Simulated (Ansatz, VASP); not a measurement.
## CaSe: VASP beside Ansatz

```xyz
4
Lattice="4.2792 0.0000 0.0000 -2.1396 3.7059 0.0000 0.0000 0.0000 7.0777" Properties=species:S:1:pos:R:3 pbc="T T T"
Ca    0.0000    0.0000    0.0000
Ca    0.0000    0.0000    3.5388
Se    0.0000    2.4706    1.7694
Se    2.1396    1.2353    5.3083
```

Change from the starting cell: epitaxial_xy strain +3.6%.

Alike in both runs: task single point; functional r2SCAN; k mesh 12 × 12 × 4; no spin polarisation.

|  | VASP | Ansatz |
| --- | --- | --- |
| version | VASP 6.6.1 | Ansatz 0.2.0 |
| potentials or method | VASP PAW PBE potentials, release 64 (Ca_sv, Se) | plane waves, PAW |
| plane-wave cutoff (eV) | 520 | 500 |
| occupations | gaussian, width 0.01 eV | fixed |
| valence electrons in the cell | 32 | 52 |

```tsv
	VASP	Ansatz	Ansatz less VASP
gap on the k mesh at the Fermi level (eV)	2.79	2.79	-0.003
pressure (GPa)	-2.3	-2.5	-0.18
traceless stress, the component that is largest in VASP (GPa)	2.56	2.53	-0.021
```

VASP's potentials were made for PBE, not for r2SCAN. VASP's potentials hold 32 valence electrons a cell and Ansatz's 52, so a difference there can come from the potentials and not from the codes.
